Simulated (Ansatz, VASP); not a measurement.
# GaSb3: VASP beside Ansatz

The input INCAR:

```
SYSTEM = GaSb3
PREC = Accurate ; ENCUT = 520
EDIFF = 1E-7 ; ISMEAR = 0
SIGMA = 0.15 ; LREAL = .FALSE.
LASPH = .TRUE. ; NELM = 80
ALGO = Normal ; ISIF = 2
LWAVE = .FALSE. ; LCHARG = .FALSE.
GGA = CA ; NBANDS = 22
```

KPOINTS

```
Automatic mesh
0
G
  10 10 10
  0 0 0
```

POSCAR

```
GaSb3
1.0
    0.0000000000      3.7182721368      3.6201097524
    3.7182721368      0.0000000000      3.6201097524
    3.7182721368      3.7182721368      0.0000000000
Ga Sb
1 3
Direct
    0.0000000000      0.0000000000      0.0000000000
    0.2500000000      0.2500000000      0.2500000000
    0.7500000000      0.7500000000      0.7500000000
    0.5000000000      0.5000000000      0.5000000000
```

Input for Ansatz:

```yaml
crystal:
  lattice:
    - [0.0, 3.7182721368, 3.6201097524]
    - [3.7182721368, 0.0, 3.6201097524]
    - [3.7182721368, 3.7182721368, 0.0]
  atoms:
    - { symbol: Ga, position: [0.0, 0.0, 0.0] }
    - { symbol: Sb, position: [0.25, 0.25, 0.25] }
    - { symbol: Sb, position: [0.75, 0.75, 0.75] }
    - { symbol: Sb, position: [0.5, 0.5, 0.5] }
basis:
  ecutwfc: 420
kpoints:
  mp_grid: { grid: [10, 10, 10] }
hamiltonian:
  xc: lda
  pseudopotentials: { kind: paw, azcp: { folder: soft_1 } }
scf:
  occupations: { method: gaussian, width: 0.15 }
output:
  forces: true
  stress: true
  eigenvalues: true
```

Alike in both runs: task single point; functional LDA; k mesh 10 × 10 × 10; occupations gaussian, width 0.15 eV; no spin polarisation.

```csv
,VASP,Ansatz
version,VASP 6.6.1,Ansatz 0.2.0
potentials or method,"VASP PAW LDA potentials, release 64 (Ga_d, Sb), cutoff 520 eV","scalar-relativistic, plane waves, PAW"
valence electrons in the cell,28,58
```

|  | VASP | Ansatz | Ansatz less VASP |
| --- | --- | --- | --- |
| gap on the k mesh at the Fermi level (eV) | none | none | - |
| pressure (GPa) | -2.9 | -3.0 | -0.06 |
| traceless stress, the component that is largest in VASP (GPa) | 0.49 | 0.48 | -0.008 |

Ansatz warns that its potentials were made for another functional, while VASP's fit it. LDA's correlation is that of Perdew and Zunger in VASP and of Perdew and Wang (1992) in Ansatz. A gap of «none» marks a metal or a gap that the smearing closes. VASP's potentials hold 28 valence electrons a cell and Ansatz's 58, so a difference there can come from the potentials and not from the codes.

Spin-orbit coupling is off throughout.
